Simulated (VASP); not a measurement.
# Pt (P6_3/mmc) in VASP: notebook

Pt is run at these levels: PBE; tasks: single point.

All numbers are computed with VASP 6.6.1; they aren't measurements. Logs are shortened: lines on timing, memory, paths and dates and some standing lists are left out, and cuts for length are marked.

**1. The cell of the first run**

The structure is hexagonal, space group P6_3/mmc (No. 194). Conventional cell: a = 2.855 Å, b = 2.855 Å, c = 4.542 Å, α = 90.00°, β = 90.00°, γ = 120.00°. Within 3.7 Å of Pt (site symmetry -6m2) lie 12 Pt at 2.81 to 2.86 Å.

**2. Single point, PBE**

Contents of INCAR:

```
  PREC = Accurate
  ENCUT = 520
  EDIFF = 1E-7
  ISMEAR = 0
  SIGMA = 0.15
  LREAL = F
  LASPH = T
  NELM = 80
  ALGO = Fast
  ISIF = 2
  LWAVE = F
  LCHARG = T
  GGA = PE
  LELF = T
  LVHAR = T
  NBANDS = 17
```

Contents of KPOINTS:

```
Automatic mesh
0
Gamma
  18 18 10
```

Contents of POSCAR:

```
Pt
1.0
    2.8551000000      0.0000000000      0.0000000000
   -1.4275500000      2.4725891303      0.0000000000
    0.0000000000      0.0000000000      4.5423000000
Pt
2
Direct
    0.6666666667      0.3333333333      0.7500000000
    0.3333333333      0.6666666667      0.2500000000
```

Potentials or basis: VASP PAW PBE potentials, release 64 (Pt).

Run with:

```bash
cat potpaw_PBE.64/Pt/POTCAR > POTCAR
mpirun -np 1 vasp_std > vasp.out
```

OUTCAR:

```text
PREC = Accurate
   ENCUT = 520
   EDIFF = 1E-7
   ISMEAR = 0
   LREAL = F
   LASPH = T
   NELM = 80
   ISIF = 2
   GGA = PE

 ion  position               nearest neighbor table
   1  0.667  0.333  0.750-   2 2.81   2 2.81   2 2.81   2 2.81   2 2.81   2 2.81
   2  0.333  0.667  0.250-   1 2.81   1 2.81   1 2.81   1 2.81   1 2.81   1 2.81

  LATTYP: Found a hexagonal cell.
 ALAT       =     2.8551000000
 C/A-ratio  =     1.5909425239

  Lattice vectors:

 A1 = (   2.8551000000,   0.0000000000,   0.0000000000)
 A2 = (  -1.4275500000,   2.4725891303,   0.0000000000)
 A3 = (   0.0000000000,   0.0000000000,   4.5423000000)

Analysis of symmetry for initial positions (statically):
=====================================================================
 Subroutine PRICEL returns:
 Original cell was already a primitive cell.

 Routine SETGRP: Setting up the symmetry group for a
 hexagonal supercell.

 Subroutine GETGRP returns: Found 24 space group operations
 (whereof 12 operations were pure point group operations)
 out of a pool of 24 trial point group operations.

The static configuration has the point symmetry D_3d.
 The point group associated with its full space group is D_6h.

Analysis of symmetry for dynamics (positions and initial velocities):
=====================================================================
 Subroutine PRICEL returns:
 Original cell was already a primitive cell.

 Routine SETGRP: Setting up the symmetry group for a
 hexagonal supercell.

 Subroutine GETGRP returns: Found 24 space group operations
 (whereof 12 operations were pure point group operations)
 out of a pool of 24 trial point group operations.

The dynamic configuration has the point symmetry D_3d.
 The point group associated with its full space group is D_6h.

 Subroutine INISYM returns: Found 24 space group operations
 (whereof 12 operations are pure point group operations),
 and found     1 'primitive' translations

----------------------------------------------------------------------------------------

                                     Primitive cell

  volume of cell :      32.0663

  direct lattice vectors                    reciprocal lattice vectors
     2.855100000  0.000000000  0.000000000     0.350250429  0.202217180  0.000000000
    -1.427550000  2.472589130  0.000000000     0.000000000  0.404434359  0.000000000
     0.000000000  0.000000000  4.542300000     0.000000000  0.000000000  0.220152786

  length of vectors
     2.855100000  2.855100000  4.542300000     0.404434359  0.404434359  0.220152786

  position of ions in fractional coordinates (direct lattice)
     0.666666667  0.333333333  0.750000000
     0.333333333  0.666666667  0.250000000

  ion indices of the primitive-cell ions
   primitive index   ion index
                 1           1
                 2           2

----------------------------------------------------------------------------------------

 KPOINTS: Automatic mesh

Automatic generation of k-mesh.
 Grid dimensions read from file:
 generate k-points for:   18   18   10

 Generating k-lattice:

  Cartesian coordinates                     Fractional coordinates (reciprocal lattice)
     0.019458357  0.011234288  0.000000000     0.055555556  0.000000000  0.000000000
     0.000000000  0.022468576  0.000000000     0.000000000  0.055555556  0.000000000
     0.000000000  0.000000000  0.022015279     0.000000000  0.000000000  0.100000000

  Length of vectors
     0.022468576  0.022468576  0.022015279

  Shift w.r.t. Gamma in fractional coordinates (k-lattice)
     0.000000000  0.000000000  0.000000000

 Subroutine IBZKPT returns following result:
 ===========================================

 Found    222 irreducible k-points:

 Following reciprocal coordinates:
            Coordinates               Weight
  0.000000  0.000000  0.000000      1.000000
  0.055556  0.000000  0.000000      6.000000
  0.111111  0.000000  0.000000      6.000000
  0.166667  0.000000  0.000000      6.000000
  0.222222  0.000000  0.000000      6.000000
  0.277778  0.000000  0.000000      6.000000
[... 16 lines left out ...]
  0.333333  0.111111  0.000000     12.000000
  0.388889  0.111111  0.000000     12.000000
 [... further k-points ...]
   k-points           NKPTS =    222   k-points in BZ     NKDIM =    222   number of bands    NBANDS=     17
   number of dos      NEDOS =    301   number of ions     NIONS =      2
   total plane-waves  NPLWV =  20736
   dimension x,y,z NGX =    24 NGY =   24 NGZ =   36
   dimension x,y,z NGXF=    48 NGYF=   48 NGZF=   72
   ions per type =               2
   NGX,Y,Z   is equivalent  to a cutoff of  13.97, 13.97, 13.18 a.u.
   NGXF,Y,Z  is equivalent  to a cutoff of  27.95, 27.95, 26.35 a.u.
 SYSTEM =  unknown system
   PREC   = accura    normal or accurate (medium, high low for compatibility)
   ISTART =      0    job   : 0-new  1-cont  2-samecut
   ICHARG =      2    charge: 1-file 2-atom 10-const
   ISPIN  =      1    spin polarized calculation?
   LNONCOLLINEAR =      F non collinear calculations
   LSORBIT =      F    spin-orbit coupling
   LASPH  =      T    aspherical Exc in radial PAW
   ENCUT  =  520.0 eV  38.22 Ry    6.18 a.u.   5.31  5.31  8.45*2*pi/ulx,y,z
   NELM   =     80;   NELMIN=  2; NELMDL= -5     # of ELM steps
   EDIFF  = 0.1E-06   stopping-criterion for ELM
   LREAL  =      F    real-space projection
   EDIFFG = 0.1E-05   stopping-criterion for IOM
   NSW    =      0    number of steps for IOM
   IBRION =     -1    ionic relax: 0-MD 1-quasi-New 2-CG
   NFREE  =      0    steps in history (QN), initial steepest desc. (CG)
   ISIF   =      2    stress and relaxation
   ISYM   =      2    0-nonsym 1-usesym 2-fastsym
   POTIM  = 0.5000    time-step for ionic-motion
   TEBEG  =    0.0;   TEEND  =   0.0 temperature during run
   PSTRESS=    0.0 pullay stress
   NELECT =      20.0000    total number of electrons
   NUPDOWN=      -1.0000    fix difference up-down
   EMIN   =  10.00;   EMAX   =-10.00  energy-range for DOS
   EFERMI =   0.00;   METHOD = LEGACY
   ISMEAR =     0;   SIGMA  =   0.15  broadening in eV -4-tet -1-fermi 0-gaus
   EFERMI_NEDOS =   21; number of points for ismear=-14 and -15
   IALGO  =     68    algorithm
   IMIX   =      4    mixing-type and parameters
     AMIX     =   0.40;   BMIX     =  1.00
     AMIX_MAG =   1.60;   BMIX_MAG =  1.00
  volume/ion in A,a.u.               =      16.03       108.20
  Fermi-wavevector in a.u.,A,eV,Ry     =   1.398734  2.643224 26.619211  1.956457
  Thomas-Fermi vector in A             =   2.521863
   LORBIT       =      0    0 simple, 1 ext, 2 COOP (PROOUT), +10 PAW based schemes
   GGA     = PE    functional components
   LHFCALC =     F    Hartree Fock is set to
   AEXX    =    0.0000 exact exchange contribution
   IVDW    =     0    specifies the selected vdW correction
   LEPSILON=     F    determine dielectric tensor
   LRPA    =     F    only Hartree local field effects (RPA)
 non-spin polarized calculation
 RMM-DIIS sequential band-by-band and
 Gauss-broadening in eV      SIGMA  =   0.15
  energy-cutoff  :      520.00
  volume of cell :       32.07
 maximum number of plane-waves:       880
 NGX is ok and might be reduce to    24
   NGX = 11   NGY = 11   NGZ = 17

 number of electron      20.0000003 magnetization

 Free energy of the ion-electron system (eV)
  ---------------------------------------------------
  ext. energy  EPLUGINS =         0.00000000
  ---------------------------------------------------
  free energy    TOTEN  =       -12.03208868 eV

  energy without entropy =      -11.97555363  energy(sigma->0) =      -12.00382116

 E-fermi :  10.1318     XC(G=0): -13.1227

 val. band max:       10.1305268259   @ k =   0.3333   0.2222   0.1000
 cond. band min:      10.1319523719   @ k =   0.3889   0.0000   0.4000
 fundamental gap:      0.0014255460
 Fermi energy:        10.1317693695

 k-point     1 :       0.0000    0.0000    0.0000
  band No.  band energies     occupation
      1       0.5801      2.00000
      2       3.4912      2.00000
      3       6.8341      2.00000
      4       6.8341      2.00000
      5       6.8910      2.00000
      6       7.3325      2.00000
[... 9 lines left out ...]
     16      27.5930      0.00000
     17      29.7338      0.00000

 k-point     2 :       0.0556    0.0000    0.0000
  band No.  band energies     occupation
      1       0.6819      2.00000
      2       3.5756      2.00000
      3       6.6299      2.00000
      4       6.9095      2.00000
      5       7.0803      2.00000
      6       7.2898      2.00000
[... 9 lines left out ...]
     16      27.6441      0.00000
     17      29.1539      0.00000

 k-point     3 :       0.1111    0.0000    0.0000
  band No.  band energies     occupation
      1       0.9807      2.00000
      2       3.8128      2.00000
      3       6.3764      2.00000
      4       7.1320      2.00000
      5       7.1450      2.00000
      6       7.3439      2.00000
[... 9 lines left out ...]
     16      27.5274      0.00000
     17      28.0482      0.00000

 k-point     4 :       0.1667    0.0000    0.0000
  band No.  band energies     occupation
      1       1.4551      2.00000
      2       4.1430      2.00000
      3       6.1370      2.00000
      4       6.8190      2.00000
      5       6.9884      2.00000
      6       7.3791      2.00000
[... 9 lines left out ...]
     16      27.0350      0.00000
     17      28.4560      0.00000

 k-point     5 :       0.2222    0.0000    0.0000
  band No.  band energies     occupation
      1       2.0621      2.00000
      2       4.4277      2.00000
      3       6.0184      2.00000
      4       6.1926      2.00000
      5       6.8607      2.00000
      6       7.1604      2.00000
[... 9 lines left out ...]
     16      26.7908      0.00000
     17      27.7918      0.00000

 k-point     6 :       0.2778    0.0000    0.0000
  band No.  band energies     occupation
      1       2.7237      2.00000
      2       4.4941      2.00000
      3       5.6331      2.00000
      4       6.1239      2.00000
      5       6.8711      2.00000
      6       6.9500      2.00000
[... 9 lines left out ...]
     16      25.8544      0.00000
     17      27.3542      0.00000

 k-point     7 :       0.3333    0.0000    0.0000
  band No.  band energies     occupation
      1       3.3179      2.00000
      2       4.3769      2.00000
      3       5.1802      2.00000
      4       6.3751      2.00000
      5       6.7683      2.00000
      6       7.0825      2.00000
[... 9 lines left out ...]
     16      24.9764      0.00000
     17      25.0636      0.00000

 k-point     8 :       0.3889    0.0000    0.0000
  band No.  band energies     occupation
      1       3.7234      2.00000
      2       4.2204      2.00000
      3       4.8493      2.00000
      4       6.6292      2.00000
      5       6.7263      2.00000
      6       7.2696      2.00000
[... 9 lines left out ...]
     16      22.7426      0.00000
     17      24.4240      0.00000
[... 203 lines left out ...]
      1       1.7320      2.00000
      2       4.3437      2.00000
      3       5.9554      2.00000
      4       6.6000      2.00000
      5       6.9580      2.00000
      6       7.1091      2.00000
[... 9 lines left out ...]
     16      27.6505      0.00000
     17      28.1201      0.00000

 k-point    20 :       0.1667    0.1111    0.0000
  band No.  band energies     occupation
      1       2.3282      2.00000
      2       4.6541      2.00000
      3       5.7606      2.00000
      4       6.0555      2.00000
      5       6.8754      2.00000
      6       6.8902      2.00000
[... 9 lines left out ...]
     16      26.7347      0.00000
     17      28.3381      0.00000

 k-point    21 :       0.2222    0.1111    0.0000
  band No.  band energies     occupation
      1       2.9879      2.00000
      2       4.7576      2.00000
      3       5.5569      2.00000
      4       5.7806      2.00000
      5       6.7167      2.00000
      6       6.9067      2.00000
[... 9 lines left out ...]
     16      25.9184      0.00000
     17      27.5665      0.00000

 k-point    22 :       0.2778    0.1111    0.0000
  band No.  band energies     occupation
      1       3.5908      2.00000
      2       4.6353      2.00000
      3       5.1466      2.00000
      4       6.0266      2.00000
      5       6.5908      2.00000
      6       7.1016      2.00000
[... 9 lines left out ...]
     16      25.2275      0.00000
     17      25.5015      0.00000

 k-point    23 :       0.3333    0.1111    0.0000
  band No.  band energies     occupation
      1       4.0025      2.00000
      2       4.4713      2.00000
      3       4.8439      2.00000
      4       6.3927      2.00000
      5       6.5124      2.00000
      6       7.2562      2.00000
[... 9 lines left out ...]
     16      23.5580      0.00000
     17      24.6548      0.00000

 k-point    24 :       0.3889    0.1111    0.0000
  band No.  band energies     occupation
      1       4.1992      2.00000
      2       4.3517      2.00000
      3       4.6589      2.00000
      4       6.4743      2.00000
      5       6.7664      2.00000
      6       7.1368      2.00000
[... 9 lines left out ...]
     16      22.0311      0.00000
     17      24.2010      0.00000

 [... further k-points ...]
[... 5 lines left out ...]
  --------------------------------------------------------------------------------------
  -------------------------------------------------------------------------------------
  Total       -1.4089271     -1.4089271      0.3206447     -0.0000000      0.0000000      0.0000000
  in kB      -70.3963288    -70.3963288     16.0208520     -0.0000000      0.0000000      0.0000000
  external PRESSURE =     -41.5906019 kB  Pullay stress =       0.0000000 kB

 VOLUME and BASIS-vectors are now :
 -----------------------------------------------------------------------------
  energy-cutoff  :      520.00
  volume of cell :       32.07
      direct lattice vectors                 reciprocal lattice vectors
     2.855100000  0.000000000  0.000000000     0.350250429  0.202217180  0.000000000
    -1.427550000  2.472589130  0.000000000     0.000000000  0.404434359  0.000000000
     0.000000000  0.000000000  4.542300000     0.000000000  0.000000000  0.220152786

 POSITION                                       TOTAL-FORCE (eV/Angst)
 -----------------------------------------------------------------------------------
      1.42755      0.82420      3.40672        -0.000000      0.000000      0.000000
     -0.00000      1.64839      1.13558         0.000000     -0.000000      0.000000
 -----------------------------------------------------------------------------------
    total drift:                                0.000000     -0.000000      0.000000

  FREE ENERGIE OF THE ION-ELECTRON SYSTEM (eV)
  ---------------------------------------------------
  free  energy   TOTEN  =       -12.0320886828 eV

  energy  without entropy=      -11.9755536310  energy(sigma->0) =      -12.00382116
```

Wall time 83 s (1 thread of Intel Xeon Platinum 8488C (Sapphire Rapids), shared host); peak memory 0.23 GiB.

What came out:

```
Free energy            : -12.0321 eV
Pressure               : -4.2 GPa
Band gap on the k mesh : zero (band 10 reaches 10.39 eV, above the bottom of band 11 at 9.28 eV)
```

Stress tensor (GPa, compression positive):
```
-7.04  0.00  0.00
 0.00 -7.04  0.00
 0.00  0.00  1.60
```

Caveat: spin-orbit coupling is left out, which moves the levels of the heavy elements.

**3. Single point, PBE**

This run uses another cell than the first one, of 15.95 Å³/atom, 0.995 times its volume.

Contents of INCAR:

```
  PREC = Accurate
  ENCUT = 520
  EDIFF = 1E-6
  ISMEAR = 0
  SIGMA = 0.15
  LREAL = False
  LASPH = True
  NELM = 80
  ALGO = Fast
  ISIF = 2
  LWAVE = False
  LCHARG = True
  GGA = PE
  LELF = True
  LVHAR = True
  NBANDS = 17
```

Contents of KPOINTS:

```
regular mesh
0
Gamma
  18 18 10
```

Contents of POSCAR:

```
Pt
1.0
    2.7585396147      0.0000000000      0.0000000000
   -1.3792698074      2.3889653837      0.0000000000
    0.0000000000      0.0000000000      4.8412000000
Pt
2
Direct
    0.6666666667      0.3333333333      0.7500000000
    0.3333333333      0.6666666667      0.2500000000
```

Potentials or basis: VASP PAW PBE potentials, release 64 (Pt).

Run with:

```bash
cat potpaw_PBE.64/Pt/POTCAR > POTCAR
mpirun -np 1 vasp_std > vasp.out
```

Run time: 77 s. Hardware: 1 thread of Intel Xeon Platinum 8488C (Sapphire Rapids), shared host; peak memory 0.23 GiB.

Results (log left out):

* Free energy: -12.0954 eV
* Pressure: -2.9 GPa
* Band gap on the k mesh: zero (band 10 reaches 10.71 eV, above the bottom of band 11 at 9.43 eV)

Stress tensor (GPa, compression positive):
```
-2.13  0.00  0.00
 0.00 -2.13  0.00
 0.00  0.00 -4.57
```

Levels at points of the mesh, in eV from the Fermi level:
| k point | band 7 | band 8 | band 9 | band 10 | band 11 | band 12 | band 13 | band 14 |
| --- | --- | --- | --- | --- | --- | --- | --- | --- |
| (0.00, 0.00, 0.00) | -3.02 | -1.69 | -1.69 | -0.73 | -0.21 | -0.21 | 4.48 | 15.21 |
| (0.50, 0.00, 0.00) | -2.48 | -0.03 | 0.34 | 0.52 | 2.27 | 3.76 | 7.21 | 8.72 |
| (0.00, 0.00, 0.50) | -3.35 | -3.35 | -0.76 | -0.76 | -0.76 | -0.76 | 11.61 | 11.61 |
| (0.50, 0.00, 0.50) | -0.81 | -0.81 | 0.44 | 0.44 | 1.72 | 1.72 | 6.45 | 6.45 |

Caveat: spin-orbit coupling is left out, which moves the levels of the heavy elements.
